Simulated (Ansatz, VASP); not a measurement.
**Ta in VASP and in Ansatz**

INCAR

```
SYSTEM = Ta
PREC = Accurate ; ENCUT = 520
EDIFF = 1E-6 ; ISMEAR = -1
SIGMA = 0.1 ; LREAL = .False.
LASPH = .True. ; NELM = 80
ALGO = Normal ; ISIF = 2
LWAVE = .False. ; LCHARG = .True.
LELF = .True. ; LVHAR = .True.
NBANDS = 18
```

The input KPOINTS:

```
Automatic mesh
0
Gamma
  10 10 10
  0 0 0
```

Contents of POSCAR:

```
Ta
1.0
    0.0000000000      2.9268597590      2.9268597590
    2.9268597590      0.0000000000      2.9268597590
    2.9268597590      2.9268597590      0.0000000000
Ta
2
Direct
    0.1250000000      0.1250000000      0.1250000000
    0.8750000000      0.8750000000      0.8750000000
```

Input for Ansatz:

```yaml
crystal:
  lattice:
    - [0.0, 2.926859759, 2.926859759]
    - [2.926859759, 0.0, 2.926859759]
    - [2.926859759, 2.926859759, 0.0]
  atoms:
    - { symbol: Ta, position: [0.125, 0.125, 0.125] }
    - { symbol: Ta, position: [0.875, 0.875, 0.875] }
hamiltonian:
  xc: lda
  pseudopotentials:
    kind: paw
    azcp:
      Ta: "pseudopotentials/Ta.paw.azcp"
basis:
  ecutwfc: 420
  fft_grid_basis: typed
kpoints:
  mp_grid: { grid: [10, 10, 10], shift: [0, 0, 0] }
magnetization:
  spin_polarized: false
scf:
  occupations: { method: fermi_dirac, width: 0.1 }
  lower_state_search: "off"
output:
  stress: true
  write_density: true
  write_potential: true
  elf: true
  volumetric_format: npy
```

Alike in both runs: task single point; functional LDA; k mesh 10 × 10 × 10; occupations fermi-dirac, width 0.1 eV; no spin polarisation.

|  | VASP | Ansatz |
| --- | --- | --- |
| version | VASP 6.6.1 | Ansatz 0.2.0 |
| potentials or method | VASP PAW LDA potentials, release 64 (Ta_pv), cutoff 520 eV | plane waves (420 eV) with PAW, scalar-relativistic |
| valence electrons in the cell | 22 | 26 |

|  | VASP | Ansatz | Ansatz less VASP |
| --- | --- | --- | --- |
| pressure (GPa) | 3.8 | 3.5 | -0.31 |

Ansatz warns that its potentials were made for another functional, while VASP's fit it. LDA's correlation is that of Perdew and Zunger in VASP and of Perdew and Wang (1992) in Ansatz. VASP's potentials hold 22 valence electrons a cell and Ansatz's 26, so a difference there can come from the potentials and not from the codes.

Spin-orbit coupling is off throughout.
